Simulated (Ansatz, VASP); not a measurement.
# BaTe: VASP beside Ansatz

INCAR

```
PREC = Accurate
ENCUT = 500
EDIFF = 1E-6
ISMEAR = 0
SIGMA = 0.01
LREAL = False
LASPH = True
NELM = 120
ALGO = Normal
ISIF = 2
LWAVE = False
LCHARG = False
GGA = PE
NBANDS = 15
GGA_COMPAT = False
```

Contents of KPOINTS:

```
regular mesh
0
Gamma
  4 4 4
```

Contents of POSCAR:

```
BaTe
1.0
    0.0000000000      3.3639132694      3.3639132694
    3.3639132694      0.0000000000      3.3639132694
    3.3639132694      3.3639132694      0.0000000000
Ba Te
1 1
Direct
    0.0000000000      0.0000000000      0.0000000000
    0.5000000000      0.5000000000      0.5000000000
```

Input for Ansatz:

```yaml
crystal:
  lattice:
    - [0.0, 3.363913269386761, 3.363913269386761]
    - [3.363913269386761, 0.0, 3.363913269386761]
    - [3.363913269386761, 3.363913269386761, 0.0]
  atoms:
    - { symbol: Ba, position: [0.0, 0.0, 0.0] }
    - { symbol: Te, position: [0.5, 0.5, 0.5] }
basis:
  ecutwfc: 510.0
kpoints:
  mp_grid:
    grid: [4, 4, 4]
hamiltonian:
  xc: pbe
scf:
  occupations:
    method: fixed
output:
  stress: true
```

Alike in both runs: task single point; functional PBE; k mesh 4 × 4 × 4; no spin polarisation.

|  | VASP | Ansatz |
| --- | --- | --- |
| version | VASP 6.6.1 | Ansatz 0.2.0 |
| potentials or method | VASP PAW PBE potentials, release 64 (Ba_sv, Te), cutoff 500 eV | plane waves, PAW |
| occupations | gaussian, width 0.01 eV | fixed |
| valence electrons in the cell | 16 | 26 |

```tsv
	VASP	Ansatz	Ansatz less VASP
pressure (GPa)	6.4	5.9	-0.53
```

VASP's potentials hold 16 valence electrons a cell and Ansatz's 26, so a difference there can come from the potentials and not from the codes.

Neither program's run includes spin-orbit coupling.
